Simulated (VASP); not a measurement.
# Cd3C4 (Pm-3m) in VASP: single point with PBE

Aim: the single point of Cd3C4 with PBE.

All numbers are computed with VASP 6.6.1; they aren't measurements. Logs are shortened: lines on timing, memory, paths and dates and some standing lists are left out, and cuts for length are marked.

### Step 1. The cell of the first run

The structure is cubic, space group Pm-3m (No. 221). The conventional cell has a = 4.638 Å, b = 4.638 Å, c = 4.638 Å, α = 90.00°, β = 90.00°, γ = 90.00°. Within 3.1 Å of Cd (site symmetry 4/mmm) lie 6 C at 2.32 Å. C (site symmetry m-3m) has 6 Cd at 2.32 Å within 3.1 Å. Within 3.1 Å of C (site symmetry 4/mmm) lie 4 Cd at 2.32 Å.

The cell was generated, and may not be a known phase.

### Step 2. Single point, PBE

Contents of INCAR:

```
SYSTEM = Cd3C4
PREC     = Accurate       ! precision mode
ENCUT    = 700            ! plane-wave cutoff, eV
EDIFF    = 1E-6           ! SCF threshold, eV
ISMEAR   = 0              ! smearing method
SIGMA    = 0.1            ! smearing width, eV
LREAL    = .False.        ! projectors in reciprocal space
LASPH    = .True.         ! aspherical terms in the spheres
NELM     = 120            ! most SCF steps
ALGO     = Normal         ! electronic algorithm
ISIF     = 2              ! what is computed and relaxed
LWAVE    = .False.        ! write WAVECAR
LCHARG   = .False.        ! write CHGCAR
GGA      = PE             ! functional
NBANDS   = 47             ! bands
GGA_COMPAT= .False.
```

Contents of KPOINTS:

```
regular mesh
0
Gamma
  4 4 4
  0 0 0
```

Contents of POSCAR:

```
Cd3C4
1.0
    4.6381237700      0.0000000000      0.0000000000
    0.0000000000      4.6381237700      0.0000000000
    0.0000000000      0.0000000000      4.6381237700
Cd C
3 4
Direct
    0.5000000000      0.5000000000      0.0000000000
    0.0000000000      0.5000000000      0.5000000000
    0.5000000000      0.0000000000      0.5000000000
    0.5000000000      0.5000000000      0.5000000000
    0.5000000000      0.0000000000      0.0000000000
    0.0000000000      0.5000000000      0.0000000000
    0.0000000000      0.0000000000      0.5000000000
```

Potentials or basis: VASP PAW PBE potentials, release 64 (Cd_sv_GW, C).

Run with:

```
> cat potpaw_PBE.64/Cd_sv_GW/POTCAR potpaw_PBE.64/C/POTCAR > POTCAR
> mpirun -np 1 vasp_std > vasp.out
```

OUTCAR:

```text
SYSTEM = Cd3C4
   PREC = Accurate
   ENCUT = 700
   EDIFF = 1E-6
   ISMEAR = 0
   LREAL = .False.
   LASPH = .True.
   NELM = 120
   ISIF = 2
   GGA = PE

 ion  position               nearest neighbor table
   1  0.500  0.500  0.000-   4 2.32   5 2.32   6 2.32   4 2.32   5 2.32   6 2.32
   2  0.000  0.500  0.500-   4 2.32   6 2.32   7 2.32   6 2.32   7 2.32   4 2.32
   3  0.500  0.000  0.500-   4 2.32   5 2.32   7 2.32   5 2.32   4 2.32   7 2.32
   4  0.500  0.500  0.500-   1 2.32   2 2.32   3 2.32   1 2.32   3 2.32   2 2.32
   5  0.500  0.000  0.000-   1 2.32   3 2.32   3 2.32   1 2.32
   6  0.000  0.500  0.000-   1 2.32   2 2.32   2 2.32   1 2.32
   7  0.000  0.000  0.500-   2 2.32   3 2.32   2 2.32   3 2.32

  LATTYP: Found a simple cubic cell.
 ALAT       =     4.6381237700

  Lattice vectors:

 A1 = (   4.6381237700,   0.0000000000,   0.0000000000)
 A2 = (   0.0000000000,   4.6381237700,   0.0000000000)
 A3 = (   0.0000000000,   0.0000000000,   4.6381237700)

Analysis of symmetry for initial positions (statically):
=====================================================================
 Subroutine PRICEL returns:
 Original cell was already a primitive cell.

 Routine SETGRP: Setting up the symmetry group for a
 simple cubic supercell.

 Subroutine GETGRP returns: Found 48 space group operations
 (whereof 48 operations were pure point group operations)
 out of a pool of 48 trial point group operations.

The static configuration has the point symmetry O_h .

Analysis of symmetry for dynamics (positions and initial velocities):
=====================================================================
 Subroutine PRICEL returns:
 Original cell was already a primitive cell.

 Routine SETGRP: Setting up the symmetry group for a
 simple cubic supercell.

 Subroutine GETGRP returns: Found 48 space group operations
 (whereof 48 operations were pure point group operations)
 out of a pool of 48 trial point group operations.

The dynamic configuration has the point symmetry O_h .

 Subroutine INISYM returns: Found 48 space group operations
 (whereof 48 operations are pure point group operations),
 and found     1 'primitive' translations

----------------------------------------------------------------------------------------

                                     Primitive cell

  volume of cell :      99.7762

  direct lattice vectors                    reciprocal lattice vectors
     4.638123770  0.000000000  0.000000000     0.215604423  0.000000000  0.000000000
     0.000000000  4.638123770  0.000000000     0.000000000  0.215604423  0.000000000
     0.000000000  0.000000000  4.638123770     0.000000000  0.000000000  0.215604423

  length of vectors
     4.638123770  4.638123770  4.638123770     0.215604423  0.215604423  0.215604423

  position of ions in fractional coordinates (direct lattice)
     0.500000000  0.500000000  0.000000000
     0.000000000  0.500000000  0.500000000
     0.500000000  0.000000000  0.500000000
     0.500000000  0.500000000  0.500000000
     0.500000000  0.000000000  0.000000000
     0.000000000  0.500000000  0.000000000
     0.000000000  0.000000000  0.500000000

  ion indices of the primitive-cell ions
   primitive index   ion index
                 1           1
                 2           2
                 3           3
                 4           4
                 5           5
                 6           6
                 7           7

----------------------------------------------------------------------------------------

 KPOINTS: regular mesh

Automatic generation of k-mesh.
 Grid dimensions read from file:
 generate k-points for:    4    4    4

 Generating k-lattice:

  Cartesian coordinates                     Fractional coordinates (reciprocal lattice)
     0.053901106  0.000000000  0.000000000     0.250000000  0.000000000  0.000000000
     0.000000000  0.053901106  0.000000000     0.000000000  0.250000000  0.000000000
     0.000000000  0.000000000  0.053901106     0.000000000  0.000000000  0.250000000

  Length of vectors
     0.053901106  0.053901106  0.053901106

  Shift w.r.t. Gamma in fractional coordinates (k-lattice)
     0.000000000  0.000000000  0.000000000

 Subroutine IBZKPT returns following result:
 ===========================================

 Found     10 irreducible k-points:

 Following reciprocal coordinates:
            Coordinates               Weight
  0.000000  0.000000  0.000000      1.000000
  0.250000  0.000000  0.000000      6.000000
  0.500000  0.000000  0.000000      3.000000
  0.250000  0.250000  0.000000     12.000000
  0.500000  0.250000  0.000000     12.000000
  0.500000  0.500000  0.000000      3.000000
  0.250000  0.250000  0.250000      8.000000
  0.500000  0.250000  0.250000     12.000000
  0.500000  0.500000  0.250000      6.000000
  0.500000  0.500000  0.500000      1.000000
   k-points           NKPTS =     10   k-points in BZ     NKDIM =     10   number of bands    NBANDS=     47
   number of dos      NEDOS =    301   number of ions     NIONS =      7
   total plane-waves  NPLWV =  64000
   dimension x,y,z NGX =    40 NGY =   40 NGZ =   40
   dimension x,y,z NGXF=    80 NGYF=   80 NGZF=   80
   ions per type =               3   4
   NGX,Y,Z   is equivalent  to a cutoff of  14.34, 14.34, 14.34 a.u.
   NGXF,Y,Z  is equivalent  to a cutoff of  28.67, 28.67, 28.67 a.u.
 SYSTEM =  Cd3C4
   PREC   = accura    normal or accurate (medium, high low for compatibility)
   ISTART =      0    job   : 0-new  1-cont  2-samecut
   ICHARG =      2    charge: 1-file 2-atom 10-const
   ISPIN  =      1    spin polarized calculation?
   LNONCOLLINEAR =      F non collinear calculations
   LSORBIT =      F    spin-orbit coupling
   LASPH  =      T    aspherical Exc in radial PAW
   ENCUT  =  700.0 eV  51.45 Ry    7.17 a.u.  10.01 10.01 10.01*2*pi/ulx,y,z
   NELM   =    120;   NELMIN=  2; NELMDL= -5     # of ELM steps
   EDIFF  = 0.1E-05   stopping-criterion for ELM
   LREAL  =      F    real-space projection
   EDIFFG = 0.1E-04   stopping-criterion for IOM
   NSW    =      0    number of steps for IOM
   IBRION =     -1    ionic relax: 0-MD 1-quasi-New 2-CG
   NFREE  =      0    steps in history (QN), initial steepest desc. (CG)
   ISIF   =      2    stress and relaxation
   ISYM   =      2    0-nonsym 1-usesym 2-fastsym
   POTIM  = 0.5000    time-step for ionic-motion
   TEBEG  =    0.0;   TEEND  =   0.0 temperature during run
   PSTRESS=    0.0 pullay stress
   NELECT =      76.0000    total number of electrons
   NUPDOWN=      -1.0000    fix difference up-down
   EMIN   =  10.00;   EMAX   =-10.00  energy-range for DOS
   EFERMI =   0.00;   METHOD = LEGACY
   ISMEAR =     0;   SIGMA  =   0.10  broadening in eV -4-tet -1-fermi 0-gaus
   EFERMI_NEDOS =   21; number of points for ismear=-14 and -15
   IALGO  =     38    algorithm
   IMIX   =      4    mixing-type and parameters
     AMIX     =   0.40;   BMIX     =  1.00
     AMIX_MAG =   1.60;   BMIX_MAG =  1.00
  volume/ion in A,a.u.               =      14.25        96.19
  Fermi-wavevector in a.u.,A,eV,Ry     =   1.495100  2.825330 30.413446  2.235325
  Thomas-Fermi vector in A             =   2.607288
   LORBIT       =      0    0 simple, 1 ext, 2 COOP (PROOUT), +10 PAW based schemes
   GGA     = PE    functional components
   LHFCALC =     F    Hartree Fock is set to
   AEXX    =    0.0000 exact exchange contribution
   IVDW    =     0    specifies the selected vdW correction
   LEPSILON=     F    determine dielectric tensor
   LRPA    =     F    only Hartree local field effects (RPA)
 non-spin polarized calculation
 Gauss-broadening in eV      SIGMA  =   0.10
  energy-cutoff  :      700.00
  volume of cell :       99.78
 maximum number of plane-waves:      4224
   NGX = 21   NGY = 21   NGZ = 21

 number of electron      76.0000041 magnetization

 Free energy of the ion-electron system (eV)
  ---------------------------------------------------
  ext. energy  EPLUGINS =         0.00000000
  ---------------------------------------------------
  free energy    TOTEN  =       -20.85516934 eV

  energy without entropy =      -20.84801152  energy(sigma->0) =      -20.85159043

 E-fermi :   4.8837     XC(G=0): -11.2178

 val. band max:        4.8157154961   @ k =   0.5000   0.2500   0.2500
 cond. band min:       5.0730143108   @ k =   0.2500   0.2500   0.0000
 fundamental gap:      0.2572988147
 Fermi energy:         4.8837030115

 k-point     1 :       0.0000    0.0000    0.0000
  band No.  band energies     occupation
      1     -97.2548      2.00000
      2     -97.2535      2.00000
      3     -97.2535      2.00000
      4     -58.3025      2.00000
      5     -58.3025      2.00000
      6     -58.3025      2.00000
[... 39 lines left out ...]
     46       9.9365      0.00000
     47      13.2468      0.00000

 k-point     2 :       0.2500    0.0000    0.0000
  band No.  band energies     occupation
      1     -97.2546      2.00000
      2     -97.2537      2.00000
      3     -97.2536      2.00000
      4     -58.3015      2.00000
      5     -58.3015      2.00000
      6     -58.3006      2.00000
[... 39 lines left out ...]
     46      11.0867      0.00000
     47      13.9708      0.00000

 k-point     3 :       0.5000    0.0000    0.0000
  band No.  band energies     occupation
      1     -97.2543      2.00000
      2     -97.2539      2.00000
      3     -97.2535      2.00000
      4     -58.3001      2.00000
      5     -58.3001      2.00000
      6     -58.2971      2.00000
[... 39 lines left out ...]
     46      12.2277      0.00000
     47      14.8595      0.00000

 k-point     4 :       0.2500    0.2500    0.0000
  band No.  band energies     occupation
      1     -97.2545      2.00000
      2     -97.2537      2.00000
      3     -97.2536      2.00000
      4     -58.3018      2.00000
      5     -58.3004      2.00000
      6     -58.2986      2.00000
[... 39 lines left out ...]
     46      11.7118      0.00000
     47      14.4491      0.00000

 k-point     5 :       0.5000    0.2500    0.0000
  band No.  band energies     occupation
      1     -97.2542      2.00000
      2     -97.2540      2.00000
      3     -97.2537      2.00000
      4     -58.3004      2.00000
      5     -58.3000      2.00000
      6     -58.2988      2.00000
[... 39 lines left out ...]
     46      12.7521      0.00000
     47      14.3788      0.00000

 k-point     6 :       0.5000    0.5000    0.0000
  band No.  band energies     occupation
      1     -97.2540      2.00000
      2     -97.2540      2.00000
      3     -97.2540      2.00000
      4     -58.3020      2.00000
      5     -58.2999      2.00000
      6     -58.2964      2.00000
[... 39 lines left out ...]
     46      14.1163      0.00000
     47      14.2217      0.00000

 k-point     7 :       0.2500    0.2500    0.2500
  band No.  band energies     occupation
      1     -97.2544      2.00000
      2     -97.2538      2.00000
      3     -97.2538      2.00000
      4     -58.3031      2.00000
      5     -58.2996      2.00000
      6     -58.2996      2.00000
[... 39 lines left out ...]
     46      11.8531      0.00000
     47      14.0965      0.00000

 k-point     8 :       0.5000    0.2500    0.2500
  band No.  band energies     occupation
      1     -97.2542      2.00000
      2     -97.2540      2.00000
      3     -97.2538      2.00000
      4     -58.3025      2.00000
      5     -58.3006      2.00000
      6     -58.3002      2.00000
[... 39 lines left out ...]
     46      12.9527      0.00000
     47      13.3670      0.00000

 k-point     9 :       0.5000    0.5000    0.2500
  band No.  band energies     occupation
      1     -97.2540      2.00000
      2     -97.2540      2.00000
      3     -97.2540      2.00000
      4     -58.3033      2.00000
      5     -58.3020      2.00000
      6     -58.3004      2.00000
[... 39 lines left out ...]
     46      12.6749      0.00000
     47      12.6749      0.00000

 k-point    10 :       0.5000    0.5000    0.5000
  band No.  band energies     occupation
      1     -97.2540      2.00000
      2     -97.2540      2.00000
      3     -97.2540      2.00000
      4     -58.3055      2.00000
      5     -58.3020      2.00000
      6     -58.3020      2.00000
[... 39 lines left out ...]
     46      11.6178      0.00000
     47      11.6178      0.00000

------------------------ aborting loop because EDIFF is reached ----------------------------------------

  FORCE on cell =-STRESS in cart. coord.  units (eV):
  Direction    XX          YY          ZZ          XY          YZ          ZX
  --------------------------------------------------------------------------------------
  -------------------------------------------------------------------------------------
  Total        3.5200758      3.5200758      3.5200758     -0.0000000     -0.0000000     -0.0000000
  in kB       56.5243533     56.5243533     56.5243533     -0.0000000     -0.0000000     -0.0000000
  external PRESSURE =      56.5243533 kB  Pullay stress =       0.0000000 kB

 VOLUME and BASIS-vectors are now :
 -----------------------------------------------------------------------------
  energy-cutoff  :      700.00
  volume of cell :       99.78
      direct lattice vectors                 reciprocal lattice vectors
     4.638123770  0.000000000  0.000000000     0.215604423  0.000000000  0.000000000
     0.000000000  4.638123770  0.000000000     0.000000000  0.215604423  0.000000000
     0.000000000  0.000000000  4.638123770     0.000000000  0.000000000  0.215604423

 POSITION                                       TOTAL-FORCE (eV/Angst)
 -----------------------------------------------------------------------------------
      2.31906      2.31906      0.00000         0.000000      0.000000      0.000000
      0.00000      2.31906      2.31906         0.000000      0.000000      0.000000
      2.31906      0.00000      2.31906         0.000000      0.000000      0.000000
      2.31906      2.31906      2.31906         0.000000      0.000000      0.000000
      2.31906      0.00000      0.00000         0.000000      0.000000      0.000000
      0.00000      2.31906      0.00000         0.000000      0.000000      0.000000
      0.00000      0.00000      2.31906         0.000000      0.000000      0.000000
 -----------------------------------------------------------------------------------
    total drift:                               -0.000000      0.000000     -0.000000

  FREE ENERGIE OF THE ION-ELECTRON SYSTEM (eV)
  ---------------------------------------------------
  free  energy   TOTEN  =       -20.8551693360 eV

  energy  without entropy=      -20.8480115235  energy(sigma->0) =      -20.85159043
```

Wall time 48 s (1 thread of Intel Xeon 6975P-C (Granite Rapids), shared host); peak memory 0.27 GiB.

What came out:

```yaml
Free_energy: -20.8552 eV
Pressure: 5.7 GPa
Band_gap_on_the_k_mesh: zero (bands 38 and 39 overlap by 2.72 eV)
```

Caveat: the cell stands under pressure.

The gap in the log of VASP goes by the Fermi energy; the results here count the filled bands.